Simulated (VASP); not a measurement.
# GaSb (zincblende type) (F-43m) in VASP: notebook

GaSb (zincblende type) is run at these levels: PBE; tasks: single point, relaxation of cell and atoms.

Everything below comes from runs of VASP 6.6.1. Logs are shortened: lines on timing, memory, paths and dates and some standing lists are left out, and cuts for length are marked.

## 1. The cell of the first run

Symmetry: F-43m, No. 216, cubic system. Conventional cell: a = 5.955 Å, b = 5.955 Å, c = 5.955 Å, α = 90.00°, β = 90.00°, γ = 90.00°. Ga (site symmetry -43m) has 4 Sb at 2.58 Å within 3.4 Å. Sb (site symmetry -43m) has 4 Ga at 2.58 Å within 3.4 Å.

## 2. Single point, PBE (volume scaled by 0.88)

The input, INCAR:

```
PREC     = Accurate       # precision mode
ENCUT    = 520            # plane-wave cutoff, eV
EDIFF    = 1E-6           # SCF threshold, eV
ISMEAR   = -1             # smearing method
SIGMA    = 0.05           # smearing width, eV
LREAL    = F              # projectors in reciprocal space
LASPH    = T              # aspherical terms in the spheres
NELM     = 80             # most SCF steps
ALGO     = Normal         # electronic algorithm
ISIF     = 2              # what is computed and relaxed
LWAVE    = F              # write WAVECAR
LCHARG   = F              # write CHGCAR
GGA      = PE             # functional
NBANDS   = 16             # bands
```

The input, KPOINTS:

```
Automatic mesh
0
Gamma
  12 12 12
```

The input, POSCAR:

```
GaSb
1.0
    0.0000000000      2.9776111060      2.9776111060
    2.9776111060      0.0000000000      2.9776111060
    2.9776111060      2.9776111060      0.0000000000
Ga Sb
1 1
Direct
    0.0000000000      0.0000000000      0.0000000000
    0.2500000000      0.2500000000      0.2500000000
```

Potentials or basis: VASP PAW PBE potentials, release 64 (Ga_d, Sb).

On the command line:

```bash
$ cat potpaw_PBE.64/Ga_d/POTCAR potpaw_PBE.64/Sb/POTCAR > POTCAR
$ mpirun -np 1 vasp_std > vasp.out
```

OUTCAR:

```text
PREC = Accurate
   ENCUT = 520
   EDIFF = 1E-6
   ISMEAR = -1
   LREAL = F
   LASPH = T
   NELM = 80
   ISIF = 2
   GGA = PE

 ion  position               nearest neighbor table
   1  0.000  0.000  0.000-   2 2.58   2 2.58   2 2.58   2 2.58
   2  0.250  0.250  0.250-   1 2.58   1 2.58   1 2.58   1 2.58

  LATTYP: Found a face centered cubic cell.
 ALAT       =     5.9552222120

  Lattice vectors:

 A1 = (   0.0000000000,   2.9776111060,   2.9776111060)
 A2 = (   2.9776111060,   0.0000000000,   2.9776111060)
 A3 = (   2.9776111060,   2.9776111060,   0.0000000000)

Analysis of symmetry for initial positions (statically):
=====================================================================
 Subroutine PRICEL returns:
 Original cell was already a primitive cell.

 Routine SETGRP: Setting up the symmetry group for a
 face centered cubic supercell.

 Subroutine GETGRP returns: Found 24 space group operations
 (whereof 24 operations were pure point group operations)
 out of a pool of 48 trial point group operations.

The static configuration has the point symmetry T_d .

Analysis of symmetry for dynamics (positions and initial velocities):
=====================================================================
 Subroutine PRICEL returns:
 Original cell was already a primitive cell.

 Routine SETGRP: Setting up the symmetry group for a
 face centered cubic supercell.

 Subroutine GETGRP returns: Found 24 space group operations
 (whereof 24 operations were pure point group operations)
 out of a pool of 48 trial point group operations.

The dynamic configuration has the point symmetry T_d .

 Subroutine INISYM returns: Found 24 space group operations
 (whereof 24 operations are pure point group operations),
 and found     1 'primitive' translations

----------------------------------------------------------------------------------------

                                     Primitive cell

  volume of cell :      52.8000

  direct lattice vectors                    reciprocal lattice vectors
     0.000000000  2.977611106  2.977611106    -0.167919847  0.167919847  0.167919847
     2.977611106  0.000000000  2.977611106     0.167919847 -0.167919847  0.167919847
     2.977611106  2.977611106  0.000000000     0.167919847  0.167919847 -0.167919847

  length of vectors
     4.210978010  4.210978010  4.210978010     0.290845706  0.290845706  0.290845706

  position of ions in fractional coordinates (direct lattice)
     0.000000000  0.000000000  0.000000000
     0.250000000  0.250000000  0.250000000

  ion indices of the primitive-cell ions
   primitive index   ion index
                 1           1
                 2           2

----------------------------------------------------------------------------------------

 KPOINTS: Automatic mesh

Automatic generation of k-mesh.
 Grid dimensions read from file:
 generate k-points for:   12   12   12

 Generating k-lattice:

  Cartesian coordinates                     Fractional coordinates (reciprocal lattice)
    -0.013993321  0.013993321  0.013993321     0.083333333  0.000000000  0.000000000
     0.013993321 -0.013993321  0.013993321     0.000000000  0.083333333  0.000000000
     0.013993321  0.013993321 -0.013993321     0.000000000  0.000000000  0.083333333

  Length of vectors
     0.024237142  0.024237142  0.024237142

  Shift w.r.t. Gamma in fractional coordinates (k-lattice)
     0.000000000  0.000000000  0.000000000

 Subroutine IBZKPT returns following result:
 ===========================================

 Found     72 irreducible k-points:

 Following reciprocal coordinates:
            Coordinates               Weight
  0.000000  0.000000  0.000000      1.000000
  0.083333  0.000000  0.000000      8.000000
  0.166667  0.000000  0.000000      8.000000
  0.250000  0.000000  0.000000      8.000000
  0.333333  0.000000  0.000000      8.000000
  0.416667  0.000000  0.000000      8.000000
[... 16 lines left out ...]
  0.500000  0.166667  0.000000     24.000000
 -0.416667  0.166667  0.000000     24.000000
 [... further k-points ...]
   k-points           NKPTS =     72   k-points in BZ     NKDIM =     72   number of bands    NBANDS=     16
   number of dos      NEDOS =    301   number of ions     NIONS =      2
   total plane-waves  NPLWV =  32768
   dimension x,y,z NGX =    32 NGY =   32 NGZ =   32
   dimension x,y,z NGXF=    64 NGYF=   64 NGZF=   64
   ions per type =               1   1
   NGX,Y,Z   is equivalent  to a cutoff of  12.63, 12.63, 12.63 a.u.
   NGXF,Y,Z  is equivalent  to a cutoff of  25.27, 25.27, 25.27 a.u.
 SYSTEM =  unknown system
   PREC   = accura    normal or accurate (medium, high low for compatibility)
   ISTART =      0    job   : 0-new  1-cont  2-samecut
   ICHARG =      2    charge: 1-file 2-atom 10-const
   ISPIN  =      1    spin polarized calculation?
   LNONCOLLINEAR =      F non collinear calculations
   LSORBIT =      F    spin-orbit coupling
   LASPH  =      T    aspherical Exc in radial PAW
   ENCUT  =  520.0 eV  38.22 Ry    6.18 a.u.   7.83  7.83  7.83*2*pi/ulx,y,z
   NELM   =     80;   NELMIN=  2; NELMDL= -5     # of ELM steps
   EDIFF  = 0.1E-05   stopping-criterion for ELM
   LREAL  =      F    real-space projection
[... 7 lines left out ...]
   TEBEG  =    0.0;   TEEND  =   0.0 temperature during run
   PSTRESS=    0.0 pullay stress
   NELECT =      18.0000    total number of electrons
   NUPDOWN=      -1.0000    fix difference up-down
   EMIN   =  10.00;   EMAX   =-10.00  energy-range for DOS
   EFERMI =   0.00;   METHOD = LEGACY
   ISMEAR =    -1;   SIGMA  =   0.05  broadening in eV -4-tet -1-fermi 0-gaus
   EFERMI_NEDOS =   21; number of points for ismear=-14 and -15
   IALGO  =     38    algorithm
   IMIX   =      4    mixing-type and parameters
     AMIX     =   0.40;   BMIX     =  1.00
     AMIX_MAG =   1.60;   BMIX_MAG =  1.00
  volume/ion in A,a.u.               =      26.40       178.16
  Fermi-wavevector in a.u.,A,eV,Ry     =   1.143636  2.161158 17.795094  1.307903
  Thomas-Fermi vector in A             =   2.280330
   LORBIT       =      0    0 simple, 1 ext, 2 COOP (PROOUT), +10 PAW based schemes
   GGA     = PE    functional components
   LHFCALC =     F    Hartree Fock is set to
   AEXX    =    0.0000 exact exchange contribution
   IVDW    =     0    specifies the selected vdW correction
   LEPSILON=     F    determine dielectric tensor
   LRPA    =     F    only Hartree local field effects (RPA)
 non-spin polarized calculation
  energy-cutoff  :      520.00
  volume of cell :       52.80
 maximum number of plane-waves:      1435
   NGX = 15   NGY = 15   NGZ = 15

 number of electron      18.0000014 magnetization

 Free energy of the ion-electron system (eV)
  ---------------------------------------------------
  ext. energy  EPLUGINS =         0.00000000
  ---------------------------------------------------
  free energy    TOTEN  =        -7.21602336 eV

  energy without entropy =       -7.21600724  energy(sigma->0) =       -7.21601530

 E-fermi :   6.0130     XC(G=0):  -9.4484

 val. band max:        5.7361776247   @ k =   0.0000   0.0000   0.0000
 cond. band min:       6.3155392826   @ k =   0.5000   0.0000   0.0000
 fundamental gap:      0.5793616580
 Fermi energy:         6.0130346891

 k-point     1 :       0.0000    0.0000    0.0000
  band No.  band energies     occupation
      1      -9.4794      2.00000
      2      -9.4793      2.00000
      3      -9.4793      2.00000
      4      -9.4158      2.00000
      5      -9.4158      2.00000
      6      -6.3347      2.00000
[... 8 lines left out ...]
     15      14.4816      0.00000
     16      14.4816      0.00000

 k-point     2 :       0.0833    0.0000    0.0000
  band No.  band energies     occupation
      1      -9.4821      2.00000
      2      -9.4782      2.00000
      3      -9.4782      2.00000
      4      -9.4159      2.00000
      5      -9.4159      2.00000
      6      -6.2557      2.00000
[... 8 lines left out ...]
     15      13.8935      0.00000
     16      13.8935      0.00000

 k-point     3 :       0.1667    0.0000    0.0000
  band No.  band energies     occupation
      1      -9.4894      2.00000
      2      -9.4753      2.00000
      3      -9.4753      2.00000
      4      -9.4162      2.00000
      5      -9.4162      2.00000
      6      -6.0230      2.00000
[... 8 lines left out ...]
     15      13.3842      0.00000
     16      13.3842      0.00000

 k-point     4 :       0.2500    0.0000    0.0000
  band No.  band energies     occupation
      1      -9.4993      2.00000
      2      -9.4715      2.00000
      3      -9.4715      2.00000
      4      -9.4164      2.00000
      5      -9.4164      2.00000
      6      -5.6520      2.00000
[... 8 lines left out ...]
     15      13.3772      0.00000
     16      13.3772      0.00000

 k-point     5 :       0.3333    0.0000    0.0000
  band No.  band energies     occupation
      1      -9.5088      2.00000
      2      -9.4681      2.00000
      3      -9.4681      2.00000
      4      -9.4162      2.00000
      5      -9.4162      2.00000
      6      -5.1816      2.00000
[... 8 lines left out ...]
     15      13.9617      0.00000
     16      13.9617      0.00000

 k-point     6 :       0.4167    0.0000    0.0000
  band No.  band energies     occupation
      1      -9.5157      2.00000
      2      -9.4659      2.00000
      3      -9.4659      2.00000
      4      -9.4158      2.00000
      5      -9.4158      2.00000
      6      -4.7151      2.00000
[... 8 lines left out ...]
     15      14.9841      0.00000
     16      14.9841      0.00000

 k-point     7 :       0.5000    0.0000    0.0000
  band No.  band energies     occupation
      1      -9.5181      2.00000
      2      -9.4652      2.00000
      3      -9.4652      2.00000
      4      -9.4156      2.00000
      5      -9.4156      2.00000
      6      -4.4932      2.00000
[... 8 lines left out ...]
     15      15.9031      0.00000
     16      15.9031      0.00000

 k-point     8 :       0.0833    0.0833    0.0000
  band No.  band energies     occupation
      1      -9.4842      2.00000
      2      -9.4772      2.00000
      3      -9.4772      2.00000
      4      -9.4166      2.00000
      5      -9.4154      2.00000
      6      -6.2293      2.00000
[... 8 lines left out ...]
     15      13.1847      0.00000
     16      14.5728      0.00000

 k-point     9 :       0.1667    0.0833    0.0000
  band No.  band energies     occupation
      1      -9.4904      2.00000
      2      -9.4748      2.00000
      3      -9.4743      2.00000
      4      -9.4175      2.00000
      5      -9.4152      2.00000
      6      -6.0474      2.00000
[... 8 lines left out ...]
     15      12.9844      0.00000
     16      14.2075      0.00000
[... 172 lines left out ...]
 k-point    19 :       0.1667    0.1667    0.0000
  band No.  band energies     occupation
      1      -9.4966      2.00000
      2      -9.4713      2.00000
      3      -9.4713      2.00000
      4      -9.4192      2.00000
      5      -9.4145      2.00000
      6      -5.9171      2.00000
[... 8 lines left out ...]
     15      13.4826      0.00000
     16      14.8470      0.00000

 k-point    20 :       0.2500    0.1667    0.0000
  band No.  band energies     occupation
      1      -9.5044      2.00000
      2      -9.4679      2.00000
      3      -9.4674      2.00000
      4      -9.4208      2.00000
      5      -9.4141      2.00000
      6      -5.6394      2.00000
[... 8 lines left out ...]
     15      14.3017      0.00000
     16      14.8031      0.00000

 k-point    21 :       0.3333    0.1667    0.0000
  band No.  band energies     occupation
      1      -9.5121      2.00000
      2      -9.4651      2.00000
      3      -9.4636      2.00000
      4      -9.4216      2.00000
      5      -9.4139      2.00000
      6      -5.2350      2.00000
[... 8 lines left out ...]
     15      14.6004      0.00000
     16      15.0798      0.00000

 k-point    22 :       0.4167    0.1667    0.0000
  band No.  band energies     occupation
      1      -9.5183      2.00000
      2      -9.4632      2.00000
      3      -9.4611      2.00000
      4      -9.4212      2.00000
      5      -9.4141      2.00000
      6      -4.7577      2.00000
[... 8 lines left out ...]
     15      15.4065      0.00000
     16      15.8586      0.00000

 k-point    23 :       0.5000    0.1667    0.0000
  band No.  band energies     occupation
      1      -9.5218      2.00000
      2      -9.4622      2.00000
      3      -9.4601      2.00000
      4      -9.4198      2.00000
      5      -9.4148      2.00000
      6      -4.3490      2.00000
[... 8 lines left out ...]
     15      15.9045      0.00000
     16      15.9481      0.00000

 k-point    24 :      -0.4167    0.1667    0.0000
  band No.  band energies     occupation
      1      -9.5216      2.00000
      2      -9.4622      2.00000
      3      -9.4608      2.00000
      4      -9.4182      2.00000
      5      -9.4162      2.00000
      6      -4.2792      2.00000
[... 8 lines left out ...]
     15      14.6034      0.00000
     16      15.0905      0.00000

 [... further k-points ...]
[... 5 lines left out ...]
  --------------------------------------------------------------------------------------
  -------------------------------------------------------------------------------------
  Total        2.5812666      2.5812666      2.5812666     -0.0000000      0.0000000     -0.0000000
  in kB       78.3266458     78.3266458     78.3266458     -0.0000000      0.0000000     -0.0000000
  external PRESSURE =      78.3266458 kB  Pullay stress =       0.0000000 kB

 VOLUME and BASIS-vectors are now :
 -----------------------------------------------------------------------------
  energy-cutoff  :      520.00
  volume of cell :       52.80
      direct lattice vectors                 reciprocal lattice vectors
     0.000000000  2.977611106  2.977611106    -0.167919847  0.167919847  0.167919847
     2.977611106  0.000000000  2.977611106     0.167919847 -0.167919847  0.167919847
     2.977611106  2.977611106  0.000000000     0.167919847  0.167919847 -0.167919847

 POSITION                                       TOTAL-FORCE (eV/Angst)
 -----------------------------------------------------------------------------------
      0.00000      0.00000      0.00000         0.000000      0.000000      0.000000
      1.48881      1.48881      1.48881        -0.000000     -0.000000     -0.000000
 -----------------------------------------------------------------------------------
    total drift:                                0.000002      0.000002      0.000002

  FREE ENERGIE OF THE ION-ELECTRON SYSTEM (eV)
  ---------------------------------------------------
  free  energy   TOTEN  =        -7.2160233647 eV

  energy  without entropy=       -7.2160072385  energy(sigma->0) =       -7.21601530
```

Wall time 38 s (1 thread of Intel Xeon 6975P-C, shared host); peak memory 0.21 GiB.

What came out:

* Free energy: -7.2160 eV
* Pressure: 7.8 GPa
* Band gap on the k mesh: 0.58 eV, indirect (least direct gap 0.63 eV)

Caveat: the cell differs from its parent crystal (volume scaled by 0.88); spin-orbit coupling is left out, which moves the levels of the heavy elements.

## 3. Single point, PBE (volume scaled by 0.94)

The input, INCAR:

```
SYSTEM = GaSb
PREC = Accurate ; ENCUT = 520
EDIFF = 1E-6 ; ISMEAR = -1
SIGMA = 0.05 ; LREAL = .FALSE.
LASPH = .TRUE. ; NELM = 100
ALGO = Normal ; ISIF = 2
LWAVE = .FALSE. ; LCHARG = .TRUE.
GGA = PE ; LELF = .TRUE.
LVHAR = .TRUE. ; NBANDS = 16
```

The input, KPOINTS:

```
Automatic mesh
0
G
  12 12 12
  0 0 0
```

The input, POSCAR:

```
GaSb
1.0
    0.0000000000      3.0438017994      3.0438017994
    3.0438017994      0.0000000000      3.0438017994
    3.0438017994      3.0438017994      0.0000000000
Ga Sb
1 1
Direct
    0.0000000000      0.0000000000      0.0000000000
    0.2500000000      0.2500000000      0.2500000000
```

Potentials or basis: VASP PAW PBE potentials, release 64 (Ga_d, Sb).

On the command line:

```bash
$ cat potpaw_PBE.64/Ga_d/POTCAR potpaw_PBE.64/Sb/POTCAR > POTCAR
$ mpirun -np 1 vasp_std > vasp.out
```

Wall time 30 s (1 thread of Intel Xeon 6975P-C, shared host); peak memory 0.22 GiB.

It converged, with:

| Item | Value |
| --- | --- |
| Free energy | -7.3378 eV |
| Pressure | 3.3 GPa |
| Band gap on the k mesh | 0.14 eV, direct |

Levels at points of the mesh, in eV from the valence-band top:
| k point | band 7 | band 8 | band 9 | band 10 | band 11 | band 12 |
| --- | --- | --- | --- | --- | --- | --- |
| (0.00, 0.00, 0.00) | 0.00 | 0.00 | 0.00 | 0.14 | 2.77 | 2.77 |
| (0.50, 0.00, 0.00) | -6.44 | -1.18 | -1.18 | 0.43 | 3.75 | 3.75 |
| (0.50, 0.50, 0.00) | -6.88 | -2.63 | -2.63 | 0.89 | 1.22 | 8.78 |

Caveat: the cell differs from its parent crystal (volume scaled by 0.94); spin-orbit coupling is left out, which moves the levels of the heavy elements.

## 4. Single point, PBE

This run uses another cell than the first one, of 30.00 Å³/atom, 1.136 times its volume.

The input, INCAR:

```
SYSTEM = GaSb
PREC     = Accurate       ! precision mode
ENCUT    = 520            ! plane-wave cutoff, eV
EDIFF    = 1E-6           ! SCF threshold, eV
ISMEAR   = -1             ! smearing method
SIGMA    = 0.05           ! smearing width, eV
LREAL    = .False.        ! projectors in reciprocal space
LASPH    = .True.         ! aspherical terms in the spheres
NELM     = 100            ! most SCF steps
ALGO     = Normal         ! electronic algorithm
ISIF     = 2              ! what is computed and relaxed
LWAVE    = .False.        ! write WAVECAR
LCHARG   = .False.        ! write CHGCAR
GGA      = PE             ! functional
NBANDS   = 16             ! bands
```

The input, KPOINTS:

```
regular mesh
0
Gamma
  12 12 12
  0 0 0
```

The input, POSCAR:

```
GaSb
1.0
    0.0000000000      3.1072325060      3.1072325060
    3.1072325060      0.0000000000      3.1072325060
    3.1072325060      3.1072325060      0.0000000000
Ga Sb
1 1
Direct
    0.0000000000      0.0000000000      0.0000000000
    0.2500000000      0.2500000000      0.2500000000
```

On the command line:

```bash
$ cat potpaw_PBE.64/Ga_d/POTCAR potpaw_PBE.64/Sb/POTCAR > POTCAR
$ mpirun -np 1 vasp_std > vasp.out
```

It took 64 s on 1 thread of Intel Xeon 6975P-C, shared host; peak memory 0.24 GiB.

The run converged. Its results:

```yaml
Free_energy: -7.3731 eV
Pressure: 0.1 GPa
Band_gap_on_the_k_mesh: zero (filled and empty bands touch)
```

Levels at points of the mesh, in eV from the Fermi level:
```csv
k point,band 6,band 7,band 8,band 9,band 10,band 11,band 12,band 13
"(0.00, 0.00, 0.00)",-11.24,-0.37,-0.08,-0.08,-0.08,2.71,2.71,2.71
"(0.50, 0.00, 0.00)",-9.73,-6.22,-1.16,-1.16,0.23,3.67,3.67,6.41
"(0.50, 0.50, 0.00)",-8.97,-6.68,-2.49,-2.49,0.87,1.26,8.30,8.30
```

Caveat: spin-orbit coupling is left out, which moves the levels of the heavy elements.

[end of part 1 of 2]
